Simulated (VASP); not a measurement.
Write the native input for VASP 6.6.1 that does the following.

- Task: relaxation of cell and atoms
- Functional: BLYP
- Dispersion: D3(BJ)
- Potentials or basis: VASP PAW PBE potentials, release 64 (Sn_d, Se)
- Cutoff: 600 eV
- k mesh: 8 × 8 × 8
- Occupations: fermi-dirac, width 0.05 eV
- Spin: no spin polarisation
- Dipole correction: no
- Further INCAR settings: ALGO = Normal; EDIFF = 1e-06; IBRION = 2; EDIFFG = -0.005; NSW = 80; ISIF = 3

The structure of SnSe lies in POSCAR:

```
SnSe
1.0
    0.0000000000      3.0100000000      3.0100000000
    3.0100000000      0.0000000000      3.0100000000
    3.0100000000      3.0100000000      0.0000000000
Sn Se
1 1
Direct
    0.0000000000      0.0000000000      0.0000000000
    0.5000000000      0.5000000000      0.5000000000
```

These files were run (other wordings do the same):

INCAR

```
PREC = Accurate
ENCUT = 600
EDIFF = 1E-6
ISMEAR = -1
SIGMA = 0.05
LREAL = F
LASPH = T
NELM = 60
ALGO = Normal
ISIF = 3
LWAVE = F
LCHARG = F
GGA = B5
ALDAX = 1.0
AGGAX = 1.0
AGGAC = 1.0
ALDAC = 0.0
IVDW = 12
VDW_S6 = 1.0
VDW_S8 = 2.6996
VDW_A1 = 0.4298
VDW_A2 = 4.2359
IBRION = 2
NSW = 80
EDIFFG = -0.005
```

KPOINTS

```
regular mesh
0
Gamma
  8 8 8
```

Potentials or basis: VASP PAW PBE potentials, release 64 (Sn_d, Se).

Command:

```bash
$ cat potpaw_PBE.64/Sn_d/POTCAR potpaw_PBE.64/Se/POTCAR > POTCAR
$ mpirun -np 1 vasp_std > vasp.out
```

It gave:

```yaml
Pressure_after_relaxing: 0.0 GPa
Band_gap_on_the_k_mesh: 0.40 eV, direct
Dispersion_energy_per_atom: -0.818 eV
```

Caveat: the relaxation stopped at its first step, so nothing moved; the PAW data sets were made with another functional, which shifts forces and pressure a little; spin-orbit coupling is left out, which moves the levels of the heavy elements.

Wall time 63 s on 1 thread of Intel Xeon 8259CL, on a shared host, peak memory 0.22 GiB.
